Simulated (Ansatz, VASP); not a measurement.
## Be2C in VASP and in Ansatz

```
Be C
1.0
     0.00000    2.16500    2.16500
     2.16500    0.00000    2.16500
     2.16500    2.16500    0.00000
Be C
2 1
Direct
  0.25000 0.25000 0.25000
  0.75000 0.75000 0.75000
  0.00000 0.00000 0.00000
```

Alike in both runs: task single point; functional PBE; k mesh 14 × 14 × 14; occupations fermi-dirac, width 0.28 eV; no spin polarisation.

```csv
,VASP,Ansatz
version,VASP 6.6.1,Ansatz 0.2.0
potentials or method,"VASP PAW PBE potentials, release 64 (Be, C), cutoff 600 eV","all-electron LAPW, scalar-relativistic"
```

VASP gave:

```
pressure (GPa) : 0.1
```

Which values does Ansatz return?

Pressure (GPa): -0.3.

Ansatz ran all-electron here, and VASP with PAW potentials.
